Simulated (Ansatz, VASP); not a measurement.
**Hf: VASP beside Ansatz**

POSCAR

```
Hf
1.0
    0.0000000000      2.1312000000      2.0424000000
    2.1312000000      0.0000000000      2.0424000000
    2.1312000000      2.1312000000      0.0000000000
Hf
1
Direct
    0.0000000000      0.0000000000      0.0000000000
```

Contents of INCAR.step1:

```
SYSTEM = Hf
PREC = Accurate
ENCUT = 520
ISMEAR = 0
SIGMA = 0.15
LREAL = .False.
LASPH = .True.
NELM = 100
NBANDS = 11
GGA = PE
ALGO = Normal
EDIFF = 1E-4
LWAVE = .True.
LCHARG = .False.
```

INCAR.step2

```
SYSTEM = Hf
PREC = Accurate
ENCUT = 520
EDIFF = 1E-6
ISMEAR = 0
SIGMA = 0.15
LREAL = .False.
LASPH = .True.
NELM = 100
ALGO = Normal
ISIF = 2
LWAVE = .False.
LCHARG = .True.
METAGGA = R2SCAN
LMIXTAU = .True.
LELF = .True.
LVHAR = .True.
NBANDS = 11
ISTART = 1
```

File KPOINTS:

```
regular mesh
0
Gamma
  18 18 18
  0 0 0
```

Input for Ansatz:

```yaml
crystal:
  lattice:
    - [0.0, 2.1312, 2.0424]
    - [2.1312, 0.0, 2.0424]
    - [2.1312, 2.1312, 0.0]
  atoms:
    - { symbol: Hf, position: [0.0, 0.0, 0.0] }
basis:
  ecutwfc: 500
kpoints:
  mp_grid: { grid: [18, 18, 18] }
hamiltonian:
  xc: r2scan
scf:
  occupations: { method: gaussian, width: 0.15 }
output:
  forces: true
  stress: true
  eigenvalues: true
```

Change from the starting cell: strain -0.040 along x and y, -0.080 along z, atoms carried along.

Alike in both runs: task single point; functional r2SCAN; k mesh 18 × 18 × 18; occupations gaussian, width 0.15 eV; no spin polarisation.

|  | VASP | Ansatz |
| --- | --- | --- |
| version | VASP 6.6.1 | Ansatz 0.2.0 |
| potentials or method | VASP PAW PBE potentials, release 64 (Hf_pv), cutoff 520 eV | scalar-relativistic, plane waves, PAW |
| valence electrons in the cell | 10 | 26 |

|  | VASP | Ansatz | Ansatz less VASP |
| --- | --- | --- | --- |
| gap on the k mesh at the Fermi level (eV) | none | none | - |
| pressure (GPa) | 25.9 | 26.3 | +0.41 |
| traceless stress, the component that is largest in VASP (GPa) | 1.59 | 1.56 | -0.032 |

VASP's potentials were made for PBE, not for r2SCAN. A gap of «none» marks a metal or a gap that the smearing closes. The functional is the same, so the differences come from potentials, cutoffs and numerics. VASP's potentials hold 10 valence electrons a cell and Ansatz's 26, so a difference there can come from the potentials and not from the codes.

Spin-orbit coupling is off throughout.
